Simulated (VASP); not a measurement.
Write the native input for VASP 6.6.1 that does the following.

```yaml
Task: single point
Functional: PBEsol
Potentials_or_basis: VASP PAW PBE potentials, release 64 (Bi_d)
Cutoff: 520 eV
k_mesh: 8 × 8 × 4
Occupations: fermi-dirac, width 0.05 eV
Spin: no spin polarisation
Dipole_correction: no
Further_INCAR_settings: ALGO = Normal; EDIFF = 1e-06; NBANDS = 22
```

The structure of Bi lies in POSCAR:

```
Bi
1.0
    3.2558165866      0.0000000000      0.0218795693
    0.0000000000      3.0753417860      0.0000000000
   -0.0373510703      0.0000000000      5.5992360370
Bi
2
Direct
    0.7500093920      0.0000000000      0.7499989786
    0.2499906080      0.0000000000      0.2500010214
```

This isn't the form of Bi at room conditions, which is rhombohedral.

One way to write it, as run:

INCAR

```
SYSTEM = Bi
ALGO = Normal
EDIFF = 1E-6
ENCUT = 520
GGA = PS
ISIF = 2
ISMEAR = -1
LASPH = .True.
LCHARG = .False.
LREAL = .False.
LWAVE = .False.
NBANDS = 22
NELM = 100
PREC = Accurate
SIGMA = 0.05
```

KPOINTS

```
k-points
0
Gamma
  8 8 4
  0 0 0
```

Potentials or basis: VASP PAW PBE potentials, release 64 (Bi_d).

Command:

```sh
$ cat potpaw_PBE.64/Bi_d/POTCAR > POTCAR
$ mpirun -np 1 vasp_std > vasp.out
```

Results of the run:

The pressure is 9.9 GPa and the band gap on the k mesh is zero (bands 15 and 16 overlap by 6.61 eV).

Caveat: the cell stands under pressure; the PAW data sets were made with another functional, which shifts forces and pressure a little; spin-orbit coupling is left out, which moves the levels of the heavy elements.

Wall time 67 s on 1 thread of Intel(R) Xeon(R) Platinum 8259CL CPU @ 2.50GHz (Skylake/Cascade Lake), on a shared host, peak memory 0.21 GiB.
